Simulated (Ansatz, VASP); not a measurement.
# One calculation of BP, two programs

Contents of INCAR:

```
SYSTEM = BP
  PREC = Accurate
  ENCUT = 520
  EDIFF = 1E-6
  ISMEAR = 0
  SIGMA = 0.02
  LREAL = .False.
  LASPH = .True.
  NELM = 60
  ALGO = Normal
  ISIF = 2
  LWAVE = .False.
  LCHARG = .False.
  GGA = PE
  NBANDS = 11
```

KPOINTS

```
regular mesh
0
Gamma
  10 10 10
  0 0 0
```

File POSCAR:

```
BP
1.0
    3.2088505700      0.0000000000      0.0000000000
    1.6044252850      2.7789461106      0.0000000000
    1.6044252850      0.9263153702      2.6200155191
P B
1 1
Direct
    0.7500000000      0.7500000000      0.7500000000
    0.0000000000      0.0000000000      0.0000000000
```

input.yaml

```yaml
crystal:
  lattice:
    - [3.20885057, 0.0, 0.0]
    - [1.604425285, 2.7789461106, 0.0]
    - [1.604425285, 0.9263153702, 2.6200155191]
  atoms:
    - { symbol: P, position: [0.75, 0.75, 0.75] }
    - { symbol: B, position: [0.0, 0.0, 0.0] }
hamiltonian:
  xc: pbe
  pseudopotentials: { kind: paw }
kpoints:
  mp_grid: { grid: [10, 10, 10] }
scf:
  occupations: { method: gaussian, width: 0.02 }
output:
  forces: true
  stress: true
  eigenvalues: true
```

Alike in both runs: task single point; functional PBE; k mesh 10 × 10 × 10; occupations gaussian, width 0.02 eV; no spin polarisation.

|  | VASP | Ansatz |
| --- | --- | --- |
| version | VASP 6.6.1 | Ansatz 0.2.0 |
| potentials or method | VASP PAW PBE potentials, release 64 (P, B) | Ansatz PAW |
| plane-wave cutoff (eV) | 520 | 420 |
| valence electrons in the cell | 8 | 8 |

Ansatz gave:

- gap on the k mesh at the Fermi level (eV): 1.24
- least direct gap on the mesh (eV): 3.40
- pressure (GPa): 1.1

Question: What did VASP give for the same quantities?

Answer: gap on the k mesh at the Fermi level (eV): 1.24; least direct gap on the mesh (eV): 3.40; pressure (GPa): 0.9.

With one functional, cell and mesh, what is left measures potentials, basis and numerics.
